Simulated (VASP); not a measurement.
# K (Pm-3m) in VASP: notebook

Runs on K. Level: PBEsol. Tasks: single point, relaxation of cell and atoms.

Everything below comes from runs of VASP 6.6.1. Logs are shortened: lines on timing, memory, paths and dates and some standing lists are left out, and cuts for length are marked.

### Step 1. The cell of the first run

The structure is cubic, space group Pm-3m (No. 221). The conventional cell has a = 4.228 Å, b = 4.228 Å, c = 4.228 Å, α = 90.00°, β = 90.00°, γ = 90.00°. Within 5.5 Å of K (site symmetry m-3m) lie 6 K at 4.23 Å.

### Step 2. Single point, PBEsol

File INCAR:

```
SYSTEM = K
PREC     = Accurate       ! precision mode
ENCUT    = 520            ! plane-wave cutoff, eV
EDIFF    = 1E-6           ! SCF threshold, eV
ISMEAR   = 1              ! smearing method
SIGMA    = 0.1            ! smearing width, eV
LREAL    = .False.        ! projectors in reciprocal space
LASPH    = .True.         ! aspherical terms in the spheres
NELM     = 100            ! most SCF steps
ALGO     = Normal         ! electronic algorithm
ISIF     = 2              ! what is computed and relaxed
LWAVE    = .False.        ! write WAVECAR
LCHARG   = .False.        ! write CHGCAR
GGA      = PS             ! functional
NBANDS   = 10             ! bands
```

File KPOINTS:

```
regular mesh
0
Gamma
  10 10 10
  0 0 0
```

File POSCAR:

```
K
1.0
    4.2284024345      0.0000000000      0.0000000000
    0.0000000000      4.2284024345      0.0000000000
    0.0000000000      0.0000000000      4.2284024345
K
1
Direct
    0.0000000000      0.0000000000      0.0000000000
```

Potentials or basis: VASP PAW PBE potentials, release 64 (K_sv).

Run with:

```bash
$ cat potpaw_PBE.64/K_sv/POTCAR > POTCAR
$ mpirun -np 1 vasp_std > vasp.out
```

OUTCAR:

```text
SYSTEM = K
   PREC = Accurate
   ENCUT = 520
   EDIFF = 1E-6
   ISMEAR = 1
   LREAL = .False.
   LASPH = .True.
   NELM = 100
   ISIF = 2
   GGA = PS

 ion  position               nearest neighbor table
   1  0.000  0.000  0.000-

  LATTYP: Found a simple cubic cell.
 ALAT       =     4.2284024345

  Lattice vectors:

 A1 = (   4.2284024345,   0.0000000000,   0.0000000000)
 A2 = (   0.0000000000,   4.2284024345,   0.0000000000)
 A3 = (   0.0000000000,   0.0000000000,   4.2284024345)

Analysis of symmetry for initial positions (statically):
=====================================================================
 Subroutine PRICEL returns:
 Original cell was already a primitive cell.

 Routine SETGRP: Setting up the symmetry group for a
 simple cubic supercell.

 Subroutine GETGRP returns: Found 48 space group operations
 (whereof 48 operations were pure point group operations)
 out of a pool of 48 trial point group operations.

The static configuration has the point symmetry O_h .

Analysis of symmetry for dynamics (positions and initial velocities):
=====================================================================
 Subroutine PRICEL returns:
 Original cell was already a primitive cell.

 Routine SETGRP: Setting up the symmetry group for a
 simple cubic supercell.

 Subroutine GETGRP returns: Found 48 space group operations
 (whereof 48 operations were pure point group operations)
 out of a pool of 48 trial point group operations.

The dynamic configuration has the point symmetry O_h .

 Subroutine INISYM returns: Found 48 space group operations
 (whereof 48 operations are pure point group operations),
 and found     1 'primitive' translations

----------------------------------------------------------------------------------------

                                     Primitive cell

  volume of cell :      75.6012

  direct lattice vectors                    reciprocal lattice vectors
     4.228402435  0.000000000  0.000000000     0.236495938  0.000000000  0.000000000
     0.000000000  4.228402435  0.000000000     0.000000000  0.236495938  0.000000000
     0.000000000  0.000000000  4.228402435     0.000000000  0.000000000  0.236495938

  length of vectors
     4.228402435  4.228402435  4.228402435     0.236495938  0.236495938  0.236495938

  position of ions in fractional coordinates (direct lattice)
     0.000000000  0.000000000  0.000000000
[... 68 lines left out ...]
   ISTART =      0    job   : 0-new  1-cont  2-samecut
   ICHARG =      2    charge: 1-file 2-atom 10-const
   ISPIN  =      1    spin polarized calculation?
   LNONCOLLINEAR =      F non collinear calculations
   LSORBIT =      F    spin-orbit coupling
   LASPH  =      T    aspherical Exc in radial PAW
   ENCUT  =  520.0 eV  38.22 Ry    6.18 a.u.   7.86  7.86  7.86*2*pi/ulx,y,z
   NELM   =    100;   NELMIN=  2; NELMDL= -5     # of ELM steps
   EDIFF  = 0.1E-05   stopping-criterion for ELM
   LREAL  =      F    real-space projection
[... 7 lines left out ...]
   TEBEG  =    0.0;   TEEND  =   0.0 temperature during run
   PSTRESS=    0.0 pullay stress
   NELECT =       9.0000    total number of electrons
   NUPDOWN=      -1.0000    fix difference up-down
   EMIN   =  10.00;   EMAX   =-10.00  energy-range for DOS
   EFERMI =   0.00;   METHOD = LEGACY
   ISMEAR =     1;   SIGMA  =   0.10  broadening in eV -4-tet -1-fermi 0-gaus
   EFERMI_NEDOS =   21; number of points for ismear=-14 and -15
   IALGO  =     38    algorithm
   IMIX   =      4    mixing-type and parameters
     AMIX     =   0.40;   BMIX     =  1.00
     AMIX_MAG =   1.60;   BMIX_MAG =  1.00
  volume/ion in A,a.u.               =      75.60       510.18
  Fermi-wavevector in a.u.,A,eV,Ry     =   0.805340  1.521872  8.824368  0.648573
  Thomas-Fermi vector in A             =   1.913567
   LORBIT       =      0    0 simple, 1 ext, 2 COOP (PROOUT), +10 PAW based schemes
   GGA     = PS    functional components
   LHFCALC =     F    Hartree Fock is set to
   AEXX    =    0.0000 exact exchange contribution
   IVDW    =     0    specifies the selected vdW correction
   LEPSILON=     F    determine dielectric tensor
   LRPA    =     F    only Hartree local field effects (RPA)
 non-spin polarized calculation
 Methfessel and Paxton  Order N= 1 SIGMA  =   0.10
  energy-cutoff  :      520.00
  volume of cell :       75.60
 maximum number of plane-waves:      2052
 NGX is ok and might be reduce to    32
   NGX = 15   NGY = 15   NGZ = 15

 number of electron       8.9999997 magnetization

 Free energy of the ion-electron system (eV)
  ---------------------------------------------------
  ext. energy  EPLUGINS =         0.00000000
  ---------------------------------------------------
  free energy    TOTEN  =        -1.02576172 eV

  energy without entropy =       -1.02541198  energy(sigma->0) =       -1.02564514

 E-fermi :  -0.1452     XC(G=0):  -5.6227

 val. band max:       -0.2067944443   @ k =   0.4000   0.2000   0.2000
 cond. band min:      -0.1361785570   @ k =   0.4000   0.3000   0.0000
 fundamental gap:      0.0706158873
 Fermi energy:        -0.1451602869

 k-point     1 :       0.0000    0.0000    0.0000
  band No.  band energies     occupation
      1     -32.3793      2.00000
      2     -15.8749      2.00000
      3     -15.8749      2.00000
      4     -15.8749      2.00000
      5      -2.3267      2.00000
      6       2.6949      0.00000
      7       2.6949      0.00000
      8       6.0888      0.00000
      9       6.0893      0.00000
     10       6.1951      0.00000
[... 287 lines left out ...]
 k-point    24 :       0.3000    0.1000    0.1000
  band No.  band energies     occupation
      1     -32.3748      2.00000
      2     -15.9400      2.00000
      3     -15.8784      2.00000
      4     -15.8776      2.00000
      5      -1.3038      2.00000
      6       1.6813     -0.00000
      7       3.0069      0.00000
      8       4.4464      0.00000
      9       4.5915      0.00000
     10       5.7174      0.00000

 [... further k-points ...]
[... 5 lines left out ...]
  --------------------------------------------------------------------------------------
  -------------------------------------------------------------------------------------
  Total        0.0009318      0.0009318      0.0009318      0.0000000     -0.0000000      0.0000000
  in kB        0.0197465      0.0197465      0.0197465      0.0000000     -0.0000000      0.0000000
  external PRESSURE =       0.0197465 kB  Pullay stress =       0.0000000 kB

 VOLUME and BASIS-vectors are now :
 -----------------------------------------------------------------------------
  energy-cutoff  :      520.00
  volume of cell :       75.60
      direct lattice vectors                 reciprocal lattice vectors
     4.228402435  0.000000000  0.000000000     0.236495938  0.000000000  0.000000000
     0.000000000  4.228402435  0.000000000     0.000000000  0.236495938  0.000000000
     0.000000000  0.000000000  4.228402435     0.000000000  0.000000000  0.236495938

 POSITION                                       TOTAL-FORCE (eV/Angst)
 -----------------------------------------------------------------------------------
      0.00000      0.00000      0.00000         0.000000      0.000000      0.000000
 -----------------------------------------------------------------------------------
    total drift:                                0.000000      0.000000      0.000000

  FREE ENERGIE OF THE ION-ELECTRON SYSTEM (eV)
  ---------------------------------------------------
  free  energy   TOTEN  =        -1.0257617249 eV

  energy  without entropy=       -1.0254119778  energy(sigma->0) =       -1.02564514
```

stdout:

```text
POSCAR found type information on POSCAR K
 POSCAR found :  1 types and       1 ions
 scaLAPACK will be used
 -----------------------------------------------------------------------------
|                                                                             |
|                                                                             |
|     You enforced a specific xc type in the INCAR file but a different       |
|     I HOPE YOU KNOW WHAT YOU ARE DOING!                                     |
|                                                                             |
 -----------------------------------------------------------------------------

 LDA part: xc-table for (Slater+PW92), standard interpolation
 POSCAR, INCAR and KPOINTS ok, starting setup
 FFT: planning ... GRIDC
 FFT: planning ... GRID_SOFT
 FFT: planning ... GRID
 WAVECAR not read
 entering main loop
```

Run time: 8.7 s. Hardware: 1 thread of Intel Xeon 6975P-C (Granite Rapids), shared host; peak memory 0.19 GiB.

Results:

```
Free energy : -1.0258 eV
Pressure    : 0.0 GPa
```

Caveat: the PAW data sets were made with another functional, which shifts forces and pressure a little.

### Step 3. Relaxation of cell and atoms, PBEsol

This run uses another cell than the first one, of 80.09 Å³/atom, 1.059 times its volume.

File INCAR:

```
PREC     = Accurate       # precision mode
ENCUT    = 600            # plane-wave cutoff, eV
EDIFF    = 1E-6           # SCF threshold, eV
ISMEAR   = 1              # smearing method
SIGMA    = 0.1            # smearing width, eV
LREAL    = False          # projectors in reciprocal space
LASPH    = True           # aspherical terms in the spheres
NELM     = 100            # most SCF steps
ALGO     = Normal         # electronic algorithm
ISIF     = 3              # what is computed and relaxed
LWAVE    = False          # write WAVECAR
LCHARG   = False          # write CHGCAR
GGA      = PS             # functional
IBRION   = 2              # ionic algorithm
NSW      = 50             # ionic steps
EDIFFG   = -0.01          # ionic threshold
```

File KPOINTS:

```
Automatic mesh
0
Gamma
  10 10 10
```

File POSCAR:

```
K
1.0
    4.3104390000      0.0000000000      0.0000000000
    0.0000000000      4.3104390000      0.0000000000
    0.0000000000      0.0000000000      4.3104390000
K
1
Direct
    0.0000000000      0.0000000000      0.0000000000
```

Potentials or basis: VASP PAW PBE potentials, release 64 (K_sv).

Run with:

```bash
$ cat potpaw_PBE.64/K_sv/POTCAR > POTCAR
$ mpirun -np 1 vasp_std > vasp.out
```

OUTCAR:

```text
PREC = Accurate
   ENCUT = 600
   EDIFF = 1E-6
   ISMEAR = 1
   LREAL = False
   LASPH = True
   NELM = 100
   ISIF = 3
   GGA = PS
   IBRION = 2
   NSW = 50
   EDIFFG = -0.01

 ion  position               nearest neighbor table
   1  0.000  0.000  0.000-

  LATTYP: Found a simple cubic cell.
 ALAT       =     4.3104390000

  Lattice vectors:

 A1 = (   4.3104390000,   0.0000000000,   0.0000000000)
 A2 = (   0.0000000000,   4.3104390000,   0.0000000000)
 A3 = (   0.0000000000,   0.0000000000,   4.3104390000)

Analysis of symmetry for initial positions (statically):
=====================================================================
 Subroutine PRICEL returns:
 Original cell was already a primitive cell.

 Routine SETGRP: Setting up the symmetry group for a
 simple cubic supercell.

 Subroutine GETGRP returns: Found 48 space group operations
 (whereof 48 operations were pure point group operations)
 out of a pool of 48 trial point group operations.

The static configuration has the point symmetry O_h .

Analysis of symmetry for dynamics (positions and initial velocities):
=====================================================================
 Subroutine PRICEL returns:
 Original cell was already a primitive cell.

 Routine SETGRP: Setting up the symmetry group for a
 simple cubic supercell.

 Subroutine GETGRP returns: Found 48 space group operations
 (whereof 48 operations were pure point group operations)
 out of a pool of 48 trial point group operations.

The dynamic configuration has the point symmetry O_h .

 Subroutine INISYM returns: Found 48 space group operations
 (whereof 48 operations are pure point group operations),
 and found     1 'primitive' translations
[... 117 lines left out ...]
   LORBIT       =      0    0 simple, 1 ext, 2 COOP (PROOUT), +10 PAW based schemes
   GGA     = PS    functional components
   LHFCALC =     F    Hartree Fock is set to
   AEXX    =    0.0000 exact exchange contribution
   IVDW    =     0    specifies the selected vdW correction
   LEPSILON=     F    determine dielectric tensor
   LRPA    =     F    only Hartree local field effects (RPA)
 conjugate gradient relaxation of ions
 non-spin polarized calculation
 Methfessel and Paxton  Order N= 1 SIGMA  =   0.10
  energy-cutoff  :      600.00
  volume of cell :       80.09
 maximum number of plane-waves:      2721
 NGX is ok and might be reduce to    36
   NGX = 17   NGY = 17   NGZ = 17

--------------------------------------- Ionic step        1  -------------------------------------------

 number of electron       9.0000001 magnetization

 Free energy of the ion-electron system (eV)
  ---------------------------------------------------
  ext. energy  EPLUGINS =         0.00000000
  ---------------------------------------------------
  free energy    TOTEN  =        -1.02391498 eV

  energy without entropy =       -1.02353662  energy(sigma->0) =       -1.02378886

------------------------ aborting loop because EDIFF is reached ----------------------------------------

  FORCE on cell =-STRESS in cart. coord.  units (eV):
  Direction    XX          YY          ZZ          XY          YZ          ZX
  --------------------------------------------------------------------------------------
  -------------------------------------------------------------------------------------
  Total       -0.0720533     -0.0720533     -0.0720533     -0.0000000      0.0000000     -0.0000000
  in kB       -1.4414511     -1.4414511     -1.4414511     -0.0000000      0.0000000     -0.0000000
  external PRESSURE =      -1.4414511 kB  Pullay stress =       0.0000000 kB
[... 92 lines left out ...]
--------------------------------------- Ionic step        4  -------------------------------------------

 number of electron       8.9999998 magnetization

 Free energy of the ion-electron system (eV)
  ---------------------------------------------------
  ext. energy  EPLUGINS =         0.00000000
  ---------------------------------------------------
  free energy    TOTEN  =        -1.02584673 eV

  energy without entropy =       -1.02549505  energy(sigma->0) =       -1.02572950

 E-fermi :  -0.1556     XC(G=0):  -5.6111

 val. band max:       -0.2169541476   @ k =   0.4000   0.2000   0.2000
 cond. band min:      -0.1463167877   @ k =   0.4000   0.3000   0.0000
 fundamental gap:      0.0706373599
 Fermi energy:        -0.1556282598

 k-point     1 :       0.0000    0.0000    0.0000
  band No.  band energies     occupation
      1     -32.3910      2.00000
      2     -15.8875      2.00000
      3     -15.8875      2.00000
      4     -15.8875      2.00000
      5      -2.3303      2.00000
      6       2.6843      0.00000
      7       2.6843      0.00000
      8       6.0681      0.00000
[... 243 lines left out ...]
 k-point    24 :       0.3000    0.1000    0.1000
  band No.  band energies     occupation
      1     -32.3865      2.00000
      2     -15.9515      2.00000
      3     -15.8909      2.00000
      4     -15.8901      2.00000
      5      -1.3110      2.00000
      6       1.6671     -0.00000
      7       2.9943      0.00000
      8       4.4280      0.00000

 [... further k-points ...]
[... 5 lines left out ...]
  --------------------------------------------------------------------------------------
  -------------------------------------------------------------------------------------
  Total       -0.0012945     -0.0012945     -0.0012945      0.0000000      0.0000000      0.0000000
  in kB       -0.0273035     -0.0273035     -0.0273035      0.0000000      0.0000000      0.0000000
  external PRESSURE =      -0.0273035 kB  Pullay stress =       0.0000000 kB
[... 16 lines left out ...]
  FREE ENERGIE OF THE ION-ELECTRON SYSTEM (eV)
  ---------------------------------------------------
  free  energy   TOTEN  =        -1.0258467314 eV

  energy  without entropy=       -1.0254950474  energy(sigma->0) =       -1.02572950

 reached required accuracy - stopping structural energy minimisation
```

OSZICAR:

```text
N       E                     dE             d eps       ncg     rms          rms(c)
DAV:   1     0.510328618584E+02    0.51033E+02   -0.38676E+03   896   0.945E+02
[... 30 lines left out ...]
DAV:   1    -0.103329862441E+01   -0.75421E-02   -0.20690E-01   896   0.548E+00    0.643E-01
DAV:   2    -0.102752551644E+01    0.57731E-02   -0.18667E-02   984   0.167E+00    0.250E-01
DAV:   3    -0.102563343084E+01    0.18921E-02   -0.62979E-03  1248   0.756E-01    0.197E-01
DAV:   4    -0.102579373380E+01   -0.16030E-03   -0.75196E-04  1496   0.207E-01    0.520E-02
DAV:   5    -0.102583889989E+01   -0.45166E-04   -0.28436E-04  1408   0.119E-01    0.205E-02
DAV:   6    -0.102584648937E+01   -0.75895E-05   -0.65369E-06  1360   0.231E-02    0.241E-03
DAV:   7    -0.102584673137E+01   -0.24201E-06   -0.22861E-07   520   0.479E-03
   4 F= -.10258467E+01 E0= -.10257295E+01  d E =-.193175E-02
```

Run time: 34 s. Hardware: 1 thread of Intel Xeon 6975P-C (Granite Rapids), shared host; peak memory 0.23 GiB.

Results:

```
Free energy                            : -1.0258 eV
Relaxed volume                         : 75.96 Å³/atom
Relaxed cell                           : a = 4.235 Å, b = 4.235 Å, c = 4.235 Å, α = 90.00°, β = 90.00°, γ = 90.00°
Space group after relaxing (to 0.05 Å) : Pm-3m (No. 221)
Energy gained by relaxing              : 1.9 meV/atom
Ionic steps                            : 4
Pressure after relaxing                : 0.0 GPa
```

Step by step:
```
step  energy change (eV)  largest force (eV/Å)  pressure (GPa)  volume (Å³)
   1              0.0000                0.0000           -0.14        80.09
   2             -0.0007                0.0000           -0.12        79.26
   3             -0.0018                0.0000           -0.03        76.79
   4             -0.0019                0.0000            0.00        75.96
```

Final structure:
```
K
1.0
     4.23515    0.00000    0.00000
     0.00000    4.23515    0.00000
     0.00000    0.00000    4.23515
K
1
Direct
  0.00000 0.00000 0.00000
```

Levels at points of the mesh, in eV from the Fermi level:
| k point | band 2 | band 3 | band 4 | band 5 | band 6 | band 7 |
| --- | --- | --- | --- | --- | --- | --- |
| (0.00, 0.00, 0.00) | -15.73 | -15.73 | -15.73 | -2.17 | 2.84 | 2.84 |
| (0.50, 0.00, 0.00) | -15.83 | -15.72 | -15.72 | -0.09 | 0.13 | 3.46 |
| (0.50, 0.50, 0.00) | -15.82 | -15.82 | -15.72 | 1.06 | 2.08 | 2.18 |
| (0.50, 0.50, 0.50) | -15.81 | -15.81 | -15.81 | 2.24 | 2.24 | 2.24 |

Caveat: the PAW data sets were made with another functional, which shifts forces and pressure a little.
